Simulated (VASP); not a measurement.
Runs of VASP 6.6.1 on BP (lda). The structure is that of space group F-43m (No. 216), or close to it. The cells are those of the table. 

```csv
task,cell,k mesh,smearing,gap on the mesh (eV),pressure (GPa)
single point,"a = 3.175 Å, angles 60.0°, 2 atoms",10 × 10 × 10,gaussian 0.02 eV,1.15,(b)
single point,"a = 3.238 Å, angles 60.0°, 2 atoms",10 × 10 × 10,gaussian 0.02 eV,1.22,-9.2
relaxation of cell and atoms,"relaxed from a = 3.209 Å, angles 60.0°, 2 atoms",10 × 10 × 10,gaussian 0.02 eV,1.15,0.0
single point,"a = 3.196 Å, angles 60.0°, 2 atoms",10 × 10 × 10,gaussian 0.01 eV,(c),(a)
single point,"a = 3.077 Å, angles 60.0°, 2 atoms",10 × 10 × 10,gaussian 0.02 eV,1.04,19.6
single point,"a = 3.143 Å, angles 60.0°, 2 atoms",10 × 10 × 10,gaussian 0.02 eV,1.11,5.5
single point,"a = 3.209 Å, angles 60.0°, 2 atoms",6 × 6 × 6,gaussian 0.1 eV,1.30,-5.2
```

Alike in all rows: level LDA; potentials or basis VASP PAW LDA potentials, release 64 (B, P); no spin polarisation; cutoff (eV) 500.

Fill in the values left out.

(a) -3.4; (b) -0.1; (c) 1.17.

A k mesh can miss the band edges.
